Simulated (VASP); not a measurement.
# WS2 (P6_3/mmc) in VASP: single point with r2SCAN+rVV10

Aim: the single point of WS2 with r2SCAN+rVV10.

Program: VASP 6.6.1. These are calculated values, not measurements. Logs are shortened: lines on timing, memory, paths and dates and some standing lists are left out, and cuts for length are marked.

## (1) The cell of the first run

Symmetry: P6_3/mmc, No. 194, hexagonal system. The conventional cell has a = 3.170 Å, b = 3.170 Å, c = 12.485 Å, α = 90.00°, β = 90.00°, γ = 120.00°. Within 3.2 Å of W (site symmetry -6m2) lie 6 S at 2.41 Å and 6 W at 3.17 Å. S (site symmetry 3m) has 3 W at 2.41 Å and 7 S at 3.13 to 3.17 Å within 3.2 Å.

## (2) Single point, r2SCAN+rVV10

Contents of POSCAR:

```
WS2
1.0
    3.1699221257      0.0000000000      0.0000000000
   -1.5849610629      2.7452330889      0.0000000000
    0.0000000000      0.0000000000     12.4848902481
W S
2 4
Direct
    0.3333333333      0.6666666667      0.2500000000
    0.6666666667      0.3333333333      0.7500000000
    0.6666666667      0.3333333333      0.3751720355
    0.6666666667      0.3333333333      0.1248279645
    0.3333333333      0.6666666667      0.8751720355
    0.3333333333      0.6666666667      0.6248279645
```

Contents of INCAR.step1:

```
SYSTEM = WS2
ALGO = Normal ; EDIFF = 1E-4
ENCUT = 520 ; GGA = PE
ISMEAR = -1 ; LASPH = .True.
LCHARG = .False. ; LREAL = .False.
LWAVE = .True. ; NBANDS = 35
NELM = 80 ; PREC = Accurate
SIGMA = 0.03
```

Contents of INCAR.step2:

```
SYSTEM = WS2
ALGO = Normal ; BPARAM = 11.95
CPARAM = 0.0093 ; EDIFF = 1E-6
ENCUT = 520 ; ISIF = 2
ISMEAR = -1 ; ISTART = 1
IVDW_NL = 2 ; LASPH = .True.
LCHARG = .True. ; LELF = .True.
LMIXTAU = .True. ; LREAL = .False.
LUSE_VDW = .True. ; LVHAR = .True.
LWAVE = .False. ; METAGGA = R2SCAN
NBANDS = 35 ; NELM = 80
PREC = Accurate ; SIGMA = 0.03
```

Contents of KPOINTS:

```
k-points
0
Gamma
  12 12 2
  0 0 0
```

Potentials or basis: VASP PAW PBE potentials, release 64 (W_sv, S).

Command:

```console
> cat potpaw_PBE.64/W_sv/POTCAR potpaw_PBE.64/S/POTCAR > POTCAR
> cp INCAR.step1 INCAR
> mpirun -np 1 vasp_std > vasp.out
> cp INCAR.step2 INCAR
> mpirun -np 1 vasp_std > vasp.out
```

OUTCAR:

```text
SYSTEM = WS2
   BPARAM = 11.95
   EDIFF = 1E-6
   ENCUT = 520
   ISIF = 2
   ISMEAR = -1
   ISTART = 1
   IVDW_NL = 2
   LASPH = .True.
   LREAL = .False.
   METAGGA = R2SCAN
   NELM = 80
   PREC = Accurate

 ion  position               nearest neighbor table
   1  0.333  0.667  0.250-   3 2.41   4 2.41   3 2.41   4 2.41   3 2.41   4 2.41
   2  0.667  0.333  0.750-   5 2.41   6 2.41   5 2.41   6 2.41   5 2.41   6 2.41
   3  0.667  0.333  0.375-   1 2.41   1 2.41   1 2.41
   4  0.667  0.333  0.125-   1 2.41   1 2.41   1 2.41
   5  0.333  0.667  0.875-   2 2.41   2 2.41   2 2.41
   6  0.333  0.667  0.625-   2 2.41   2 2.41   2 2.41

  LATTYP: Found a hexagonal cell.
 ALAT       =     3.1699221257
 C/A-ratio  =     3.9385479368

  Lattice vectors:

 A1 = (   3.1699221257,   0.0000000000,   0.0000000000)
 A2 = (  -1.5849610629,   2.7452330889,   0.0000000000)
 A3 = (   0.0000000000,   0.0000000000,  12.4848902481)

Analysis of symmetry for initial positions (statically):
=====================================================================
 Subroutine PRICEL returns:
 Original cell was already a primitive cell.

 Routine SETGRP: Setting up the symmetry group for a
 hexagonal supercell.

 Subroutine GETGRP returns: Found 24 space group operations
 (whereof 12 operations were pure point group operations)
 out of a pool of 24 trial point group operations.

The static configuration has the point symmetry D_3d.
 The point group associated with its full space group is D_6h.

Analysis of symmetry for dynamics (positions and initial velocities):
=====================================================================
 Subroutine PRICEL returns:
 Original cell was already a primitive cell.

 Routine SETGRP: Setting up the symmetry group for a
 hexagonal supercell.

 Subroutine GETGRP returns: Found 24 space group operations
 (whereof 12 operations were pure point group operations)
 out of a pool of 24 trial point group operations.

The dynamic configuration has the point symmetry D_3d.
 The point group associated with its full space group is D_6h.

 Subroutine INISYM returns: Found 24 space group operations
 (whereof 12 operations are pure point group operations),
 and found     1 'primitive' translations

----------------------------------------------------------------------------------------

                                     Primitive cell

  volume of cell :     108.6457
[... 93 lines left out ...]
   LSORBIT =      F    spin-orbit coupling
   LASPH  =      T    aspherical Exc in radial PAW
   ENCUT  =  520.0 eV  38.22 Ry    6.18 a.u.   5.89  5.89 23.21*2*pi/ulx,y,z
   NELM   =     80;   NELMIN=  2; NELMDL=  0     # of ELM steps
   EDIFF  = 0.1E-05   stopping-criterion for ELM
   LREAL  =      F    real-space projection
[... 7 lines left out ...]
   TEBEG  =    0.0;   TEEND  =   0.0 temperature during run
   PSTRESS=    0.0 pullay stress
   NELECT =      52.0000    total number of electrons
   NUPDOWN=      -1.0000    fix difference up-down
   EMIN   =  10.00;   EMAX   =-10.00  energy-range for DOS
   EFERMI =   0.00;   METHOD = LEGACY
   ISMEAR =    -1;   SIGMA  =   0.03  broadening in eV -4-tet -1-fermi 0-gaus
   EFERMI_NEDOS =   21; number of points for ismear=-14 and -15
   IALGO  =     38    algorithm
   IMIX   =      4    mixing-type and parameters
     AMIX     =   0.40;   BMIX     =  1.00
     AMIX_MAG =   1.60;   BMIX_MAG =  1.00
  volume/ion in A,a.u.               =      18.11       122.20
  Fermi-wavevector in a.u.,A,eV,Ry     =   1.280575  2.419936 22.311826  1.639873
  Thomas-Fermi vector in A             =   2.412995
   LORBIT       =      0    0 simple, 1 ext, 2 COOP (PROOUT), +10 PAW based schemes
   METAGGA = R2SCAN    functional components
   LHFCALC =     F    Hartree Fock is set to
   AEXX    =    0.0000 exact exchange contribution
   IVDW_NL    =     2    kernel type
   BPARAM     =11.9500
   IVDW    =     0    specifies the selected vdW correction
   LEPSILON=     F    determine dielectric tensor
   LRPA    =     F    only Hartree local field effects (RPA)
 non-spin polarized calculation
  energy-cutoff  :      520.00
  volume of cell :      108.65
 maximum number of plane-waves:      2945
 NGX is ok and might be reduce to    24
   NGX = 11   NGY = 11   NGZ = 47

 number of electron      52.0000003 magnetization

 Free energy of the ion-electron system (eV)
  ---------------------------------------------------
  ext. energy  EPLUGINS =         0.00000000
  ---------------------------------------------------
  free energy    TOTEN  =      -139.19033318 eV

  energy without entropy =     -139.19033318  energy(sigma->0) =     -139.19033318

 E-fermi :   7.6081     XC(G=0): -11.5803

 val. band max:        7.0693736890   @ k =   0.0000   0.0000   0.0000
 cond. band min:       8.2118933796   @ k =   0.1667   0.1667   0.0000
 fundamental gap:      1.1425196906
 Fermi energy:         7.6081372809

 k-point     1 :       0.0000    0.0000    0.0000
  band No.  band energies     occupation
      1     -69.5217      2.00000
      2     -69.5216      2.00000
      3     -33.1211      2.00000
      4     -33.1211      2.00000
      5     -32.9528      2.00000
      6     -32.9528      2.00000
[... 901 lines left out ...]
     34      11.1623      0.00000
     35      13.4400      0.00000

 [... further k-points ...]

------------------------ aborting loop because EDIFF is reached ----------------------------------------

  FORCE on cell =-STRESS in cart. coord.  units (eV):
  Direction    XX          YY          ZZ          XY          YZ          ZX
  --------------------------------------------------------------------------------------
  -------------------------------------------------------------------------------------
  Total        0.3166734      0.3166734      0.2252234     -0.0000000     -0.0000000      0.0000000
  in kB        4.6699226      4.6699226      3.3213259     -0.0000000     -0.0000000      0.0000000
  external PRESSURE =       4.2203904 kB  Pullay stress =       0.0000000 kB

 VOLUME and BASIS-vectors are now :
 -----------------------------------------------------------------------------
  energy-cutoff  :      520.00
  volume of cell :      108.65
      direct lattice vectors                 reciprocal lattice vectors
     3.169922126  0.000000000  0.000000000     0.315465163  0.182133897  0.000000000
    -1.584961063  2.745233089  0.000000000     0.000000000  0.364267794  0.000000000
     0.000000000  0.000000000 12.484890248     0.000000000  0.000000000  0.080096819

 POSITION                                       TOTAL-FORCE (eV/Angst)
 -----------------------------------------------------------------------------------
     -0.00000      1.83016      3.12122        -0.000000     -0.000000      0.000000
      1.58496      0.91508      9.36367         0.000000     -0.000000      0.000000
      1.58496      0.91508      4.68398         0.000000     -0.000000      0.040255
      1.58496      0.91508      1.55846         0.000000     -0.000000     -0.040255
     -0.00000      1.83016     10.92643        -0.000000      0.000000      0.040255
     -0.00000      1.83016      7.80091         0.000000     -0.000000     -0.040255
 -----------------------------------------------------------------------------------
    total drift:                               -0.000000      0.000000     -0.000000

  FREE ENERGIE OF THE ION-ELECTRON SYSTEM (eV)
  ---------------------------------------------------
  free  energy   TOTEN  =      -139.1903331761 eV

  energy  without entropy=     -139.1903331759  energy(sigma->0) =     -139.19033318
```

OSZICAR.step1:

```text
N       E                     dE             d eps       ncg     rms          rms(c)
DAV:   1     0.510700915812E+03    0.51070E+03   -0.28480E+04  2900   0.148E+03
DAV:   2    -0.169218022919E+02   -0.52762E+03   -0.50991E+03  3056   0.407E+02
DAV:   3    -0.492131182354E+02   -0.32291E+02   -0.31756E+02  3314   0.969E+01
DAV:   4    -0.499738529664E+02   -0.76073E+00   -0.75808E+00  3245   0.156E+01
DAV:   5    -0.499894762764E+02   -0.15623E-01   -0.15616E-01  3203   0.235E+00    0.380E+01
DAV:   6    -0.476264693077E+02    0.23630E+01   -0.83566E+00  2999   0.194E+01    0.164E+01
DAV:   7    -0.474027681291E+02    0.22370E+00   -0.25316E+00  2871   0.830E+00    0.671E+00
DAV:   8    -0.472695370242E+02    0.13323E+00   -0.38121E-01  3027   0.425E+00    0.209E+00
DAV:   9    -0.472718763764E+02   -0.23394E-02   -0.47441E-02  3179   0.113E+00    0.114E+00
DAV:  10    -0.472698097697E+02    0.20666E-02   -0.25064E-02  3147   0.101E+00    0.383E-01
DAV:  11    -0.472692881750E+02    0.52159E-03   -0.44120E-03  2884   0.399E-01    0.180E-01
DAV:  12    -0.472692736584E+02    0.14517E-04   -0.16678E-04  2008   0.758E-02
   1 F= -.47269274E+02 E0= -.47269274E+02  d E =-.415322E-09
```

It took 14 min on 1 thread of Intel Xeon 8259CL, shared host; peak memory 0.51 GiB.

Results:

```yaml
Free_energy: -139.1903 eV
Pressure: 0.4 GPa
Largest_force: 0.040 eV/Å
Band_gap_on_the_k_mesh: 1.14 eV (least direct gap 1.90 eV)
```

Forces in eV/Å, atoms in the order of the input:
```
W    0.000  0.000  0.000
W    0.000  0.000  0.000
S    0.000  0.000  0.040
S    0.000  0.000 -0.040
S    0.000  0.000  0.040
S    0.000  0.000 -0.040
```

Caveat: the PAW data sets were made with another functional, which shifts forces and pressure a little; spin-orbit coupling is left out, which moves the levels of the heavy elements.
